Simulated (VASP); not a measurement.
Set up this calculation in VASP 6.6.1, as the native input.

```
Task                   : single point
Functional             : r2SCAN
Potentials or basis    : VASP PAW PBE potentials, release 64 (Ta_sv_GW, N)
Cutoff                 : 770 eV
k mesh                 : 18 × 18 × 18
Occupations            : gaussian, width 0.15 eV
Spin                   : no spin polarisation
Dipole correction      : no
Further INCAR settings : ALGO = Normal; EDIFF = 1e-06; NBANDS = 16
```

Crystal: TaN.

```
Ta N
1.0
     0.00000    2.28795    2.12453
     2.28795    0.00000    2.12453
     2.28795    2.28795    0.00000
Ta N
1 1
Cartesian
  2.2879 2.2879 2.1245
  0.0000 0.0000 0.0000
```

This cell differs from its parent crystal: strain +0.050 along x and y, -0.025 along z.

The input as run:

POSCAR

```
TaN
1.0
    0.0000000000      2.2879500000      2.1245250000
    2.2879500000      0.0000000000      2.1245250000
    2.2879500000      2.2879500000      0.0000000000
Ta N
1 1
Direct
    0.5000000000      0.5000000000      0.5000000000
    0.0000000000      0.0000000000      0.0000000000
```

INCAR.step1

```
SYSTEM = TaN
  ALGO = Normal
  EDIFF = 1E-5
  ENCUT = 770
  GGA = PE
  GGA_COMPAT = .FALSE.
  ISMEAR = 0
  LASPH = .TRUE.
  LCHARG = .FALSE.
  LREAL = .FALSE.
  LWAVE = .TRUE.
  NBANDS = 16
  NELM = 120
  PREC = Accurate
  SIGMA = 0.15
```

INCAR.step2

```
SYSTEM = TaN
  ALGO = Normal
  EDIFF = 1E-6
  ENCUT = 770
  GGA_COMPAT = .FALSE.
  ISIF = 2
  ISMEAR = 0
  ISTART = 1
  LASPH = .TRUE.
  LCHARG = .TRUE.
  LELF = .TRUE.
  LMIXTAU = .TRUE.
  LREAL = .FALSE.
  LVHAR = .TRUE.
  LWAVE = .FALSE.
  METAGGA = R2SCAN
  NBANDS = 16
  NELM = 120
  PREC = Accurate
  SIGMA = 0.15
```

KPOINTS

```
k-points
0
G
  18 18 18
  0 0 0
```

Potentials or basis: VASP PAW PBE potentials, release 64 (Ta_sv_GW, N).

The run is started by

```bash
$ cat potpaw_PBE.64/Ta_sv_GW/POTCAR potpaw_PBE.64/N/POTCAR > POTCAR
$ cp INCAR.step1 INCAR
$ mpirun -np 1 vasp_std > vasp.out
$ cp INCAR.step2 INCAR
$ mpirun -np 1 vasp_std > vasp.out
```

It gave:

The pressure is -10.3 GPa and the band gap on the k mesh is zero (bands 9 and 10 overlap by 3.83 eV).

Caveat: the cell differs from its parent crystal (strain +0.050 along x and y, -0.025 along z); the stress differs along the axes, from -23 to 16 GPa; the PAW data sets were made with another functional, which shifts forces and pressure a little; spin-orbit coupling is left out, which moves the levels of the heavy elements.

Run time: 9 min on 1 thread of Intel(R) Xeon(R) 6975P-C (Granite Rapids) (shared host), peak memory 0.46 GiB.
